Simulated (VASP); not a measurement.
A run of VASP 6.6.1 is set up as follows.

The input INCAR:

```
PREC = Accurate
ENCUT = 520
EDIFF = 1E-8
ISMEAR = -1
SIGMA = 0.03
LREAL = F
LASPH = T
NELM = 60
ALGO = Normal
ISIF = 2
LWAVE = F
LCHARG = F
GGA = CA
LEFG = T
NBANDS = 7
```

KPOINTS

```
regular mesh
0
Gamma
  16 16 16
```

Contents of POSCAR:

```
Mg
1.0
    0.0000000000      2.2442560000      2.2891411200
    2.2442560000      0.0000000000      2.2891411200
    2.2442560000      2.2442560000      0.0000000000
Mg
1
Direct
    0.0000000000      0.0000000000      0.0000000000
```

Potentials or basis: VASP PAW LDA potentials, release 64 (Mg).

The run is started by

```console
$ cat potpaw_LDA.64/Mg/POTCAR > POTCAR
$ mpirun -np 1 vasp_std > vasp.out
```

Q: Predict the pressure.

A: -2.3 GPa.

Q: Estimate the band gap on the k mesh.

A: Zero (bands 1 and 2 overlap by 2.81 eV).

Stress tensor (GPa, compression positive):
```
-2.26  0.00  0.00
 0.00 -2.26  0.00
 0.00  0.00 -2.37
```

Caveat: the cell differs from its parent crystal (zz strain of +2 %); without QUAD_EFG the Cq values of the log hold for a quadrupole moment of 1 mb, not for the nuclei.
